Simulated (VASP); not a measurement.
# As (R-3m) in VASP: a series of runs

As is run at these levels: PBEsol+D3(BJ); tasks: single point, relaxation of cell and atoms.

Program: VASP 6.6.1. These are calculated values, not measurements. Logs are shortened: lines on timing, memory, paths and dates and some standing lists are left out, and cuts for length are marked.

## Step 1: The cell of the first run

It takes space group R-3m (No. 166, trigonal). Conventional cell: a = 3.752 Å, b = 3.752 Å, c = 9.771 Å, α = 90.00°, β = 90.00°, γ = 120.00°. As (site symmetry 3m) has 6 As at 2.51 to 2.94 Å within 3.3 Å.

## Step 2: Single point, PBEsol+D3(BJ)

INCAR reads:

```
SYSTEM = As
  PREC = Accurate
  ENCUT = 520
  EDIFF = 1E-7
  ISMEAR = 1
  SIGMA = 0.05
  LREAL = .False.
  LASPH = .True.
  NELM = 100
  ALGO = Normal
  ISIF = 2
  LWAVE = .False.
  LCHARG = .False.
  GGA = PS
  IVDW = 12
  NBANDS = 12
```

KPOINTS reads:

```
Automatic mesh
0
Gamma
  7 7 7
  0 0 0
```

POSCAR reads:

```
As
1.0
    1.8761829927      1.0832147574      3.2569587484
   -1.8761829927      1.0832147574      3.2569587484
    0.0000000000     -2.1664295102      3.2569587499
As
2
Direct
    0.7680334999      0.7680334999      0.7680334999
    0.2319665001      0.2319665001      0.2319665001
```

Potentials or basis: VASP PAW PBE potentials, release 64 (As).

Command:

```console
$ cat potpaw_PBE.64/As/POTCAR > POTCAR
$ mpirun -np 1 vasp_std > vasp.out
```

OUTCAR:

```text
SYSTEM = As
   PREC = Accurate
   ENCUT = 520
   EDIFF = 1E-7
   ISMEAR = 1
   LREAL = .False.
   LASPH = .True.
   NELM = 100
   ISIF = 2
   GGA = PS
   IVDW = 12
 IVDW          = 12

 ion  position               nearest neighbor table
   1  0.768  0.768  0.768-   2 2.51   2 2.51   2 2.51
   2  0.232  0.232  0.232-   1 2.51   1 2.51   1 2.51

  LATTYP: Found a trigonal (rhomboedric) cell.
 ALAT       =     3.9116744652
 COS(alpha) =     0.5398970951

  Lattice vectors:

 A1 = (   1.8761829927,   1.0832147574,   3.2569587484)
 A2 = (  -1.8761829927,   1.0832147574,   3.2569587484)
 A3 = (   0.0000000000,  -2.1664295102,   3.2569587499)

Analysis of symmetry for initial positions (statically):
=====================================================================
 Subroutine PRICEL returns:
 Original cell was already a primitive cell.

 Routine SETGRP: Setting up the symmetry group for a
 trigonal (rhombohedral) supercell.

 Subroutine GETGRP returns: Found 12 space group operations
 (whereof 12 operations were pure point group operations)
 out of a pool of 12 trial point group operations.

The static configuration has the point symmetry D_3d.

Analysis of symmetry for dynamics (positions and initial velocities):
=====================================================================
 Subroutine PRICEL returns:
 Original cell was already a primitive cell.

 Routine SETGRP: Setting up the symmetry group for a
 trigonal (rhombohedral) supercell.

 Subroutine GETGRP returns: Found 12 space group operations
 (whereof 12 operations were pure point group operations)
 out of a pool of 12 trial point group operations.

The dynamic configuration has the point symmetry D_3d.

 Subroutine INISYM returns: Found 12 space group operations
 (whereof 12 operations are pure point group operations),
 and found     1 'primitive' translations

----------------------------------------------------------------------------------------

                                     Primitive cell

  volume of cell :      39.7149

  direct lattice vectors                    reciprocal lattice vectors
     1.876182993  1.083214757  3.256958748     0.266498525  0.153862995  0.102344966
    -1.876182993  1.083214757  3.256958748    -0.266498525  0.153862995  0.102344966
     0.000000000 -2.166429510  3.256958750     0.000000000 -0.307725990  0.102344966

  length of vectors
     3.911674465  3.911674465  3.911674465     0.324298901  0.324298901  0.324298901

  position of ions in fractional coordinates (direct lattice)
     0.768033500  0.768033500  0.768033500
     0.231966500  0.231966500  0.231966500

[... 89 lines left out ...]
   EMIN   =  10.00;   EMAX   =-10.00  energy-range for DOS
   EFERMI =   0.00;   METHOD = LEGACY
   ISMEAR =     1;   SIGMA  =   0.05  broadening in eV -4-tet -1-fermi 0-gaus
   EFERMI_NEDOS =   21; number of points for ismear=-14 and -15
   IALGO  =     38    algorithm
   IMIX   =      4    mixing-type and parameters
     AMIX     =   0.40;   BMIX     =  1.00
     AMIX_MAG =   1.60;   BMIX_MAG =  1.00
  volume/ion in A,a.u.               =      19.86       134.00
  Fermi-wavevector in a.u.,A,eV,Ry     =   1.033770  1.953541 14.540267  1.068680
  Thomas-Fermi vector in A             =   2.168032
   LORBIT       =      0    0 simple, 1 ext, 2 COOP (PROOUT), +10 PAW based schemes
   GGA     = PS    functional components
   LHFCALC =     F    Hartree Fock is set to
   AEXX    =    0.0000 exact exchange contribution
   IVDW    =    12    specifies the selected vdW correction
   LEPSILON=     F    determine dielectric tensor
   LRPA    =     F    only Hartree local field effects (RPA)
 non-spin polarized calculation
 Methfessel and Paxton  Order N= 1 SIGMA  =   0.05
  energy-cutoff  :      520.00
  volume of cell :       39.71
 maximum number of plane-waves:      1077
 NGX is ok and might be reduce to    30
   NGX = 15   NGY = 15   NGZ = 15

 number of electron      10.0000001 magnetization

 Free energy of the ion-electron system (eV)
  ---------------------------------------------------
  ext. energy  EPLUGINS =         0.00000000
  ---------------------------------------------------
  free energy    TOTEN  =       -10.22180522 eV

  energy without entropy =      -10.22185981  energy(sigma->0) =      -10.22182342

 E-fermi :   5.9912     XC(G=0): -10.4943

 val. band max:        5.9493875100   @ k =   0.2857   0.1429   0.1429
 cond. band min:       6.2851746248   @ k =   0.4286   0.0000  -0.0000
 fundamental gap:      0.3357871148
 Fermi energy:         5.9912129701

 k-point     1 :       0.0000    0.0000    0.0000
  band No.  band energies     occupation
      1      -9.3600      2.00000
      2       0.9511      2.00000
      3       3.8085      2.00000
      4       3.9728      2.00000
      5       3.9728      2.00000
      6       8.5279      0.00000
      7       9.4893      0.00000
      8       9.4893      0.00000
      9      12.4119      0.00000
     10      12.4119      0.00000
     11      12.8894      0.00000
     12      14.6313      0.00000
[... 331 lines left out ...]
 k-point    24 :       0.4286    0.2857    0.1429
  band No.  band energies     occupation
      1      -7.7116      2.00000
      2      -2.8200      2.00000
      3       1.2360      2.00000
      4       2.5201      2.00000
      5       4.6833      2.00000
      6       7.9169      0.00000
      7       9.4387      0.00000
      8      10.2110      0.00000
      9      12.0480      0.00000
     10      15.4148      0.00000
     11      16.8033      0.00000
     12      17.4595      0.00000

 [... further k-points ...]

------------------------ aborting loop because EDIFF is reached ----------------------------------------

 Edisp (eV)   -0.79643

 E8    (eV) :    -0.5113

  FORCE on cell =-STRESS in cart. coord.  units (eV):
  Direction    XX          YY          ZZ          XY          YZ          ZX
  --------------------------------------------------------------------------------------
  -------------------------------------------------------------------------------------
  Total       0.12641     0.12641     0.09319     0.00000    -0.00000     0.00000
  in kB       5.09950     5.09950     3.75933     0.00000    -0.00000     0.00000
  external pressure =        4.65 kB  Pullay stress =        0.00 kB

 VOLUME and BASIS-vectors are now :
 -----------------------------------------------------------------------------
  energy-cutoff  :      520.00
  volume of cell :       39.71
      direct lattice vectors                 reciprocal lattice vectors
     1.876182993  1.083214757  3.256958748     0.266498525  0.153862995  0.102344966
    -1.876182993  1.083214757  3.256958748    -0.266498525  0.153862995  0.102344966
     0.000000000 -2.166429510  3.256958750     0.000000000 -0.307725990  0.102344966

 POSITION                                       TOTAL-FORCE (eV/Angst)
 -----------------------------------------------------------------------------------
      0.00000      0.00000      7.50436         0.000000     -0.000000     -0.059097
      0.00000      0.00000      2.26652         0.000000      0.000000      0.059097
 -----------------------------------------------------------------------------------
    total drift:                               -0.000000     -0.000000      0.000000

  FREE ENERGIE OF THE ION-ELECTRON SYSTEM (eV)
  ---------------------------------------------------
  free  energy   TOTEN  =       -11.0182374694 eV

  energy  without entropy=      -11.0182920586  energy(sigma->0) =      -11.01825567
```

stdout:

```text
POSCAR found type information on POSCAR As
 POSCAR found :  1 types and       2 ions
 scaLAPACK will be used
 -----------------------------------------------------------------------------
|                                                                             |
|                                                                             |
|     You enforced a specific xc type in the INCAR file but a different       |
|     I HOPE YOU KNOW WHAT YOU ARE DOING!                                     |
|                                                                             |
 -----------------------------------------------------------------------------

 LDA part: xc-table for (Slater+PW92), standard interpolation
 POSCAR, INCAR and KPOINTS ok, starting setup
 FFT: planning ... GRIDC
 FFT: planning ... GRID_SOFT
 FFT: planning ... GRID
 WAVECAR not read
 entering main loop
```

Wall time 11 s (1 thread of AMD EPYC 9R45 (Zen 5), shared host); peak memory 0.15 GiB.

What came out:

```
Free energy                : -11.0182 eV
Pressure                   : 0.5 GPa
Largest force              : 0.059 eV/Å
Band gap on the k mesh     : 0.34 eV, indirect (least direct gap 0.74 eV)
Dispersion energy per atom : -0.398 eV
```

Forces in eV/Å, atoms in the order of the input:
```
As   0.000  0.000 -0.059
As   0.000  0.000  0.059
```

Stress tensor (GPa, compression positive):
```
0.51 0.00 0.00
0.00 0.51 0.00
0.00 0.00 0.38
```

Levels at points of the mesh, in eV from the valence-band top:
```csv
k point,band 2,band 3,band 4,band 5,band 6,band 7,band 8,band 9
"(0.00, 0.00, 0.00)",-5.00,-2.14,-1.98,-1.98,2.58,3.54,3.54,6.46
```

Caveat: the PAW data sets were made with another functional, which shifts forces and pressure a little. A k mesh can miss the band edges.

## Step 3: Relaxation of cell and atoms, PBEsol+D3(BJ)

This run uses another cell than the first one, of 21.53 Å³/atom, 1.084 times its volume.

INCAR reads:

```
PREC     = Accurate       # precision mode
ENCUT    = 600            # plane-wave cutoff, eV
EDIFF    = 1E-7           # SCF threshold, eV
ISMEAR   = 1              # smearing method
SIGMA    = 0.05           # smearing width, eV
LREAL    = F              # projectors in reciprocal space
LASPH    = T              # aspherical terms in the spheres
NELM     = 60             # most SCF steps
ALGO     = Normal         # electronic algorithm
ISIF     = 3              # what is computed and relaxed
LWAVE    = F              # write WAVECAR
LCHARG   = F              # write CHGCAR
GGA      = PS             # functional
IVDW     = 12             # dispersion correction
IBRION   = 2              # ionic algorithm
NSW      = 60             # ionic steps
EDIFFG   = -0.02          # ionic threshold
```

KPOINTS reads:

```
Automatic mesh
0
Gamma
  7 7 7
```

POSCAR reads:

```
As
1.0
    1.8807969000      1.0858786000      3.5140619900
   -1.8807969000      1.0858786000      3.5140619900
    0.0000000000     -2.1717571900      3.5140619900
As
2
Direct
    0.7740000000      0.7740000000      0.7740000000
    0.2260000000      0.2260000000      0.2260000000
```

Potentials or basis: VASP PAW PBE potentials, release 64 (As).

Command:

```console
$ cat potpaw_PBE.64/As/POTCAR > POTCAR
$ mpirun -np 1 vasp_std > vasp.out
```

Run time: 96 s. Hardware: 1 thread of AMD EPYC 9R45 (Zen 5), shared host; peak memory 0.19 GiB.

The run converged. Its results:

- Free energy: -11.0188 eV
- Relaxed volume: 19.94 Å³/atom
- Relaxed cell: a = 3.916 Å, b = 3.916 Å, c = 3.916 Å, α = 57.36°, β = 57.36°, γ = 57.36°
- Space group after relaxing (to 0.05 Å): R-3m (No. 166)
- Energy gained by relaxing: 32.6 meV/atom
- Ionic steps: 10
- Pressure after relaxing: 0.0 GPa
- Largest force after relaxing: 0.008 eV/Å
- Band gap on the k mesh: 0.34 eV, indirect (least direct gap 0.73 eV)
- Dispersion energy per atom: -0.397 eV

Forces in eV/Å, atoms in the order of the input:
```
As   0.000  0.000 -0.008
As   0.000  0.000  0.008
```

Step by step:
```csv
step,energy change (eV),largest force (eV/Å),pressure (GPa),volume (Å³)
1,0.0000,0.3972,-2.16,43.06
2,-0.0283,0.3631,0.14,41.27
3,-0.0326,0.3441,1.68,40.29
4,-0.0494,0.0869,1.02,40.00
5,-0.0566,0.1788,0.44,39.65
6,-0.0627,0.1054,0.02,39.83
7,-0.0648,0.0161,-0.47,40.06
8,-0.0649,0.0312,-0.39,40.02
9,-0.0651,0.0240,0.15,39.81
10,-0.0652,0.0080,0.00,39.87
```

Final structure:
```cif
data_structure
_symmetry_space_group_name_H-M 'P 1'
_symmetry_Int_Tables_number 1
_cell_length_a 3.9155
_cell_length_b 3.9155
_cell_length_c 3.9155
_cell_angle_alpha 57.362
_cell_angle_beta 57.362
_cell_angle_gamma 57.362
_cell_volume 39.87
loop_
_atom_site_label
_atom_site_type_symbol
_atom_site_fract_x
_atom_site_fract_y
_atom_site_fract_z
_atom_site_occupancy
As1 As 0.76782 0.76782 0.76782 1
As2 As 0.23218 0.23218 0.23218 1
```

Levels at points of the mesh, in eV from the valence-band top:
```
           k point  band 2  band 3  band 4  band 5  band 6  band 7  band 8  band 9
(0.00, 0.00, 0.00)   -5.01   -2.12   -1.95   -1.95    2.61    3.55    3.55    6.47
```

Caveat: the PAW data sets were made with another functional, which shifts forces and pressure a little. A k mesh can miss the band edges.
